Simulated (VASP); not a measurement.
# Sb (R-3m) in VASP: notebook

The runs below take Sb through relaxation of shape and atoms at fixed volume, with PBE.

All numbers are computed with VASP 6.6.1; they aren't measurements. Logs are shortened: lines on timing, memory, paths and dates and some standing lists are left out, and cuts for length are marked.

**1. The cell of the first run**

The structure is trigonal, space group R-3m (No. 166). The conventional cell has a = 4.061 Å, b = 4.061 Å, c = 10.698 Å, α = 90.00°, β = 90.00°, γ = 120.00°. Sb (site symmetry 3m) has 6 Sb at 2.74 to 3.18 Å within 3.6 Å.

**2. Relaxation of shape and atoms at fixed volume, PBE**

INCAR

```
PREC = Accurate
ENCUT = 600
EDIFF = 1E-7
ISMEAR = -1
SIGMA = 0.1
LREAL = False
LASPH = True
NELM = 80
ALGO = Normal
ISIF = 4
LWAVE = False
LCHARG = False
GGA = PE
IBRION = 2
NSW = 50
EDIFFG = -0.005
```

KPOINTS

```
Automatic mesh
0
Gamma
  11 11 11
```

POSCAR

```
Sb
1.0
    2.0305356012     -1.1723302760      3.5659088783
    0.0000000000      2.3446605520      3.5659088783
   -2.0305356012     -1.1723302760      3.5659088783
Sb
2
Direct
    0.2328618870      0.2328618870      0.2328618870
   -0.2328618870     -0.2328618870     -0.2328618870
```

Potentials or basis: VASP PAW PBE potentials, release 64 (Sb).

The run is started by

```
cat potpaw_PBE.64/Sb/POTCAR > POTCAR
mpirun -np 1 vasp_std > vasp.out
```

OUTCAR:

```text
PREC = Accurate
   ENCUT = 600
   EDIFF = 1E-7
   ISMEAR = -1
   LREAL = False
   LASPH = True
   NELM = 80
   ISIF = 4
   GGA = PE
   IBRION = 2
   NSW = 50
   EDIFFG = -0.005

 ion  position               nearest neighbor table
   1  0.233  0.233  0.233-   2 2.74   2 2.74   2 2.74   2 3.18   2 3.18   2 3.18
   2  0.767  0.767  0.767-   1 2.74   1 2.74   1 2.74   1 3.18   1 3.18   1 3.18

  LATTYP: Found a trigonal (rhomboedric) cell.
 ALAT       =     4.2676854655
 COS(alpha) =     0.5472417165

  Lattice vectors:

 A1 = (   2.0305356012,  -1.1723302760,   3.5659088783)
 A2 = (   0.0000000000,   2.3446605520,   3.5659088783)
 A3 = (  -2.0305356012,  -1.1723302760,   3.5659088783)

Analysis of symmetry for initial positions (statically):
=====================================================================
 Subroutine PRICEL returns:
 Original cell was already a primitive cell.

 Routine SETGRP: Setting up the symmetry group for a
 trigonal (rhombohedral) supercell.

 Subroutine GETGRP returns: Found 12 space group operations
 (whereof 12 operations were pure point group operations)
 out of a pool of 12 trial point group operations.

The static configuration has the point symmetry D_3d.

Analysis of symmetry for dynamics (positions and initial velocities):
=====================================================================
 Subroutine PRICEL returns:
 Original cell was already a primitive cell.

 Routine SETGRP: Setting up the symmetry group for a
 trigonal (rhombohedral) supercell.

 Subroutine GETGRP returns: Found 12 space group operations
 (whereof 12 operations were pure point group operations)
 out of a pool of 12 trial point group operations.

The dynamic configuration has the point symmetry D_3d.

 Subroutine INISYM returns: Found 12 space group operations
 (whereof 12 operations are pure point group operations),
 and found     1 'primitive' translations

----------------------------------------------------------------------------------------

                                     Primitive cell

  volume of cell :      50.9310

  direct lattice vectors                    reciprocal lattice vectors
     2.030535601 -1.172330276  3.565908878     0.246240450 -0.142166990  0.093477805
     0.000000000  2.344660552  3.565908878     0.000000000  0.284333980  0.093477805
    -2.030535601 -1.172330276  3.565908878    -0.246240450 -0.142166990  0.093477805

  length of vectors
[... 98 lines left out ...]
   EFERMI_NEDOS =   21; number of points for ismear=-14 and -15
   IALGO  =     38    algorithm
   IMIX   =      4    mixing-type and parameters
     AMIX     =   0.40;   BMIX     =  1.00
     AMIX_MAG =   1.60;   BMIX_MAG =  1.00
  volume/ion in A,a.u.               =      25.47       171.85
  Fermi-wavevector in a.u.,A,eV,Ry     =   0.951512  1.798096 12.318368  0.905375
  Thomas-Fermi vector in A             =   2.079989
   LORBIT       =      0    0 simple, 1 ext, 2 COOP (PROOUT), +10 PAW based schemes
   GGA     = PE    functional components
   LHFCALC =     F    Hartree Fock is set to
   AEXX    =    0.0000 exact exchange contribution
   IVDW    =     0    specifies the selected vdW correction
   LEPSILON=     F    determine dielectric tensor
   LRPA    =     F    only Hartree local field effects (RPA)
 conjugate gradient relaxation of ions
 non-spin polarized calculation
  energy-cutoff  :      600.00
  volume of cell :       50.93
 maximum number of plane-waves:      1718
 NGX is ok and might be reduce to    36
   NGX = 17   NGY = 17   NGZ = 17

--------------------------------------- Ionic step        1  -------------------------------------------

 number of electron      10.0000000 magnetization

 Free energy of the ion-electron system (eV)
  ---------------------------------------------------
  ext. energy  EPLUGINS =         0.00000000
  ---------------------------------------------------
  free energy    TOTEN  =        -7.66885702 eV

  energy without entropy =       -7.65684529  energy(sigma->0) =       -7.66285116

------------------------ aborting loop because EDIFF is reached ----------------------------------------

  FORCE on cell =-STRESS in cart. coord.  units (eV):
  Direction    XX          YY          ZZ          XY          YZ          ZX
  --------------------------------------------------------------------------------------
  -------------------------------------------------------------------------------------
  Total        6.3475752      6.3475752      5.2591152      0.0000000      0.0000000      0.0000000
  in kB      199.6808221    199.6808221    165.4402517      0.0000000      0.0000000      0.0000000
  external PRESSURE =     188.2672987 kB  Pullay stress =       0.0000000 kB
[... 275 lines left out ...]
--------------------------------------- Ionic step        9  -------------------------------------------

 number of electron      10.0000001 magnetization

 Free energy of the ion-electron system (eV)
  ---------------------------------------------------
  ext. energy  EPLUGINS =         0.00000000
  ---------------------------------------------------
  free energy    TOTEN  =        -7.87229816 eV

  energy without entropy =       -7.84440006  energy(sigma->0) =       -7.85834911

 E-fermi :   9.2876     XC(G=0): -10.3158

 val. band max:        9.1343162055   @ k =  -0.4545   0.3636   0.2727
 cond. band min:       9.3443309598   @ k =   0.3636  -0.0000   0.0000
 fundamental gap:      0.2100147544
 Fermi energy:         9.2876146378

 k-point     1 :       0.0000    0.0000    0.0000
  band No.  band energies     occupation
      1      -4.4396      2.00000
      2       5.8051      2.00000
      3       7.3314      2.00000
      4       7.3362      2.00000
      5       7.3362      2.00000
      6      12.9492      0.00000
      7      12.9492      0.00000
      8      12.9507      0.00000
      9      13.8745      0.00000
[... 265 lines left out ...]
 k-point    24 :      -0.1818    0.1818   -0.0000
  band No.  band energies     occupation
      1      -3.3231      2.00000
      2       2.0363      2.00000
      3       5.4698      2.00000
      4       8.7617      1.98965
      5       8.9950      1.89825
      6       9.5765      0.10539
      7      10.2862      0.00009
      8      13.8764      0.00000
      9      14.0867      0.00000

 [... further k-points ...]

------------------------ aborting loop because EDIFF is reached ----------------------------------------

  FORCE on cell =-STRESS in cart. coord.  units (eV):
  Direction    XX          YY          ZZ          XY          YZ          ZX
  --------------------------------------------------------------------------------------
  -------------------------------------------------------------------------------------
  Total        4.2395295      4.2395295      4.2383401      0.0000000     -0.0000000      0.0000000
  in kB      133.3663185    133.3663185    133.3289026      0.0000000     -0.0000000      0.0000000
  external PRESSURE =     133.3538465 kB  Pullay stress =       0.0000000 kB
[... 17 lines left out ...]
  FREE ENERGIE OF THE ION-ELECTRON SYSTEM (eV)
  ---------------------------------------------------
  free  energy   TOTEN  =        -7.8722981580 eV

  energy  without entropy=       -7.8444000559  energy(sigma->0) =       -7.85834911

 reached required accuracy - stopping structural energy minimisation
```

CONTCAR:

```text
Sb
   1.00000000000000
     2.0801004949128945   -1.2009465809155913    3.3979956858827984
     0.0000000000000000    2.4018931618311821    3.3979956858827984
    -2.0801004949128945   -1.2009465809155913    3.3979956858827984
  Sb
     2
Direct
     0.2498901582670453    0.2498901582670453    0.2498901582670453
     0.7501098417329548    0.7501098417329548    0.7501098417329548

  0.00000000E+00  0.00000000E+00  0.00000000E+00
  0.00000000E+00  0.00000000E+00  0.00000000E+00
```

Run time: 3 min. Hardware: 1 thread of Intel Xeon 6975P-C (Granite Rapids), shared host; peak memory 0.25 GiB.

What came out:

```
Free energy               : -7.8723 eV
Energy gained by relaxing : 101.7 meV/atom
Ionic steps               : 9
Pressure after relaxing   : 13.3 GPa
Band gap on the k mesh    : zero (bands 5 and 6 overlap by 0.72 eV)
```

The path:
```csv
step,energy change (eV),largest force (eV/Å),pressure (GPa),volume (Å³)
1,0.0000,1.5677,18.83,50.93
2,-0.1608,0.5108,15.39,50.93
3,-0.1889,0.2237,14.26,50.93
4,-0.2033,0.0082,13.34,50.93
5,-0.2033,0.0014,13.33,50.93
6,-0.2034,0.0009,13.33,50.93
7,-0.2034,0.0006,13.33,50.93
8,-0.2034,0.0035,13.34,50.93
9,-0.2034,0.0020,13.34,50.93
```

Final structure:
```yaml
crystal:
  lattice:
    - [2.08010, -1.20095, 3.39800]
    - [0.00000, 2.40189, 3.39800]
    - [-2.08010, -1.20095, 3.39800]
  atoms:
    - { symbol: Sb, position: [0.24989, 0.24989, 0.24989] }
    - { symbol: Sb, position: [0.75011, 0.75011, 0.75011] }
```

Caveat: spin-orbit coupling is left out, which moves the levels of the heavy elements.

**3. Relaxation of shape and atoms at fixed volume, PBE**

This run uses another cell than the first one, of 28.65 Å³/atom.

INCAR

```
SYSTEM = Sb
PREC     = Accurate       ! precision mode
ENCUT    = 600            ! plane-wave cutoff, eV
EDIFF    = 1E-6           ! SCF threshold, eV
ISMEAR   = -1             ! smearing method
SIGMA    = 0.1            ! smearing width, eV
LREAL    = .False.        ! projectors in reciprocal space
LASPH    = .True.         ! aspherical terms in the spheres
NELM     = 80             ! most SCF steps
ALGO     = Normal         ! electronic algorithm
ISIF     = 4              ! what is computed and relaxed
LWAVE    = .False.        ! write WAVECAR
LCHARG   = .False.        ! write CHGCAR
GGA      = PE             ! functional
IBRION   = 2              ! ionic algorithm
NSW      = 50             ! ionic steps
EDIFFG   = -0.005         ! ionic threshold
```

KPOINTS

```
Automatic mesh
0
Gamma
  11 11 11
  0 0 0
```

POSCAR

```
Sb
1.0
    2.1118421281     -1.2192726212      3.7086946861
    0.0000000000      2.4385452423      3.7086946861
   -2.1118421281     -1.2192726212      3.7086946861
Sb
2
Direct
    0.2328618870      0.2328618870      0.2328618870
   -0.2328618870     -0.2328618870     -0.2328618870
```

Potentials or basis: VASP PAW PBE potentials, release 64 (Sb).

The run is started by

```
cat potpaw_PBE.64/Sb/POTCAR > POTCAR
mpirun -np 1 vasp_std > vasp.out
```

It took 2 min on 1 thread of Intel Xeon 6975P-C (Granite Rapids), shared host; peak memory 0.26 GiB.

Results (log left out):

- Free energy: -8.2031 eV
- Energy gained by relaxing: 23.6 meV/atom
- Ionic steps: 8
- Pressure after relaxing: 4.5 GPa
- Largest force after relaxing: 0.005 eV/Å
- Band gap on the k mesh: zero (bands 5 and 6 overlap by 0.30 eV)

Forces in eV/Å, atoms in the order of the input:
```
Sb   0.000  0.000  0.005
Sb   0.000  0.000 -0.005
```

Step by step:
```
step  energy change (eV)  largest force (eV/Å)  pressure (GPa)  volume (Å³)
   1              0.0000                0.6589            6.84        57.30
   2             -0.0333                0.3026            5.69        57.30
   3             -0.0457                0.0532            4.43        57.30
   4             -0.0458                0.0329            4.51        57.30
   5             -0.0458                0.0236            4.54        57.30
   6             -0.0466                0.0129            4.54        57.30
   7             -0.0471                0.0021            4.54        57.30
   8             -0.0471                0.0049            4.54        57.30
```

Final structure:
```
Sb
1.0
     2.14276   -1.23713    3.60243
     0.00000    2.47425    3.60243
    -2.14276   -1.23713    3.60243
Sb
2
Direct
  0.23905 0.23905 0.23905
  0.76095 0.76095 0.76095
```

Levels at points of the mesh, in eV from the Fermi level:
```csv
k point,band 2,band 3,band 4,band 5,band 6,band 7,band 8,band 9
"(0.00, 0.00, 0.00)",-4.36,-1.92,-1.78,-1.78,2.74,3.09,3.09,4.90
```

Caveat: spin-orbit coupling is left out, which moves the levels of the heavy elements.

The gap in the log of VASP goes by the Fermi energy; the results here count the filled bands.